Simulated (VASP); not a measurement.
Set up this calculation in VASP 6.6.1, as the native input.

```
Task                   : single point
Functional             : PBE
Potentials or basis    : VASP PAW PBE potentials, release 64 (Ta_sv_GW, C_h)
Cutoff                 : 1300 eV
k mesh                 : 6 × 6 × 6
Occupations            : gaussian, width 0.1 eV
Spin                   : no spin polarisation
Dipole correction      : no
Further INCAR settings : ALGO = Normal; EDIFF = 1e-06; NBANDS = 18
```

The structure of TaC2 lies in POSCAR:

```
TaC2
1.0
   -1.5787468135      1.5787468135      2.9801391368
    1.5787468135     -1.5787468135      2.9801391368
    1.5787468135      1.5787468135     -2.9801391368
Ta C
1 2
Direct
    0.0000000000      0.0000000000      0.0000000000
    0.3834611489      0.3834611489      0.0000000000
    0.6165388511      0.6165388511      0.0000000000
```

The cell was generated, and may not be a known phase.

One way to write it, as run:

INCAR

```
ALGO = Normal
EDIFF = 1E-6
ENCUT = 1300
GGA = PE
GGA_COMPAT = False
ISIF = 2
ISMEAR = 0
LASPH = True
LCHARG = False
LREAL = False
LWAVE = False
NBANDS = 18
NELM = 120
PREC = Accurate
SIGMA = 0.1
```

KPOINTS

```
k-points
0
Gamma
  6 6 6
```

Potentials or basis: VASP PAW PBE potentials, release 64 (Ta_sv_GW, C_h).

Launch:

```sh
$ cat potpaw_PBE.64/Ta_sv_GW/POTCAR potpaw_PBE.64/C_h/POTCAR > POTCAR
$ mpirun -np 1 vasp_std > vasp.out
```

It gave:

```yaml
Pressure: -0.3 GPa
Largest_force: 0.014 eV/Å
Band_gap_on_the_k_mesh: zero (an odd number of electrons rules out a gap without spin polarisation)
```

Caveat: the k points lie up to 0.38 Å⁻¹ apart, too coarse for converged energies and pressures of a metal; spin-orbit coupling is left out, which moves the levels of the heavy elements; an odd number of electrons without spin polarisation forces a metal; a magnetic or distorted state may lie lower.

Wall time 80 s on 1 thread of Intel(R) Xeon(R) Platinum 8488C (Sapphire Rapids), with other jobs on the host, peak memory 0.39 GiB.
